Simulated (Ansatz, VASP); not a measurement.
# CdS in VASP and in Ansatz

POSCAR

```
CdS
1.0
    3.8909950226      0.0000000000      0.0000000000
   -1.9454975113      3.3697005356      0.0000000000
    0.0000000000      0.0000000000      7.6212625907
Cd S
2 2
Direct
    0.3333333333      0.6666666667      0.0000000000
    0.6666666667      0.3333333333      0.5000000000
    0.3333333333      0.6666666667      0.3850000000
    0.6666666667      0.3333333333      0.8850000000
```

Contents of INCAR.step1:

```
  PREC = Accurate
  ENCUT = 520
  ISMEAR = 0
  SIGMA = 0.05
  LREAL = False
  LASPH = True
  NELM = 80
  NBANDS = 26
  GGA = PE
  ALGO = Normal
  EDIFF = 1E-4
  LWAVE = True
  LCHARG = False
```

The input INCAR.step2:

```
  PREC = Accurate
  ENCUT = 520
  EDIFF = 1E-6
  ISMEAR = 0
  SIGMA = 0.05
  LREAL = False
  LASPH = True
  NELM = 80
  ALGO = Normal
  ISIF = 2
  LWAVE = False
  LCHARG = False
  METAGGA = R2SCAN
  LMIXTAU = True
  NBANDS = 26
  ISTART = 1
```

Contents of KPOINTS:

```
Automatic mesh
0
Gamma
  12 12 6
```

Input for Ansatz:

```yaml
crystal:
  lattice:
    - [3.8909950226, 0.0, 0.0]
    - [-1.9454975113, 3.3697005356, 0.0]
    - [0.0, 0.0, 7.6212625907]
  atoms:
    - { symbol: Cd, position: [0.3333333333, 0.6666666667, 0.0] }
    - { symbol: Cd, position: [0.6666666667, 0.3333333333, 0.5] }
    - { symbol: S, position: [0.3333333333, 0.6666666667, 0.385] }
    - { symbol: S, position: [0.6666666667, 0.3333333333, 0.885] }
basis:
  ecutwfc: 500
kpoints:
  mp_grid: { grid: [12, 12, 6] }
hamiltonian:
  xc: r2scan
scf:
  occupations: { method: gaussian, width: 0.05 }
output:
  forces: true
  stress: true
  eigenvalues: true
```

Alike in both runs: task single point; functional r2SCAN; k mesh 12 × 12 × 6; occupations gaussian, width 0.05 eV; no spin polarisation.

```csv
,VASP,Ansatz
version,VASP 6.6.1,Ansatz 0.2.0
potentials or method,"VASP PAW PBE potentials, release 64 (Cd, S), cutoff 520 eV","scalar-relativistic, plane waves, PAW"
valence electrons in the cell,36,52
```

```tsv
	VASP	Ansatz	Ansatz less VASP
gap on the k mesh at the Fermi level (eV)	1.24	1.25	+0.009
least direct gap on the mesh (eV)	1.24	1.25	+0.009
pressure (GPa)	5.9	5.5	-0.41
traceless stress, the component that is largest in VASP (GPa)	-11.13	-10.89	+0.241
rms of the force components (eV/Å)	0.572	0.550	-0.0219
```

VASP's potentials were made for PBE, not for r2SCAN. Atom by atom the forces differ by 0.022 eV/Å (rms over components). The functional is the same, so the differences come from potentials, cutoffs and numerics. VASP's potentials hold 36 valence electrons a cell and Ansatz's 52, so a difference there can come from the potentials and not from the codes.
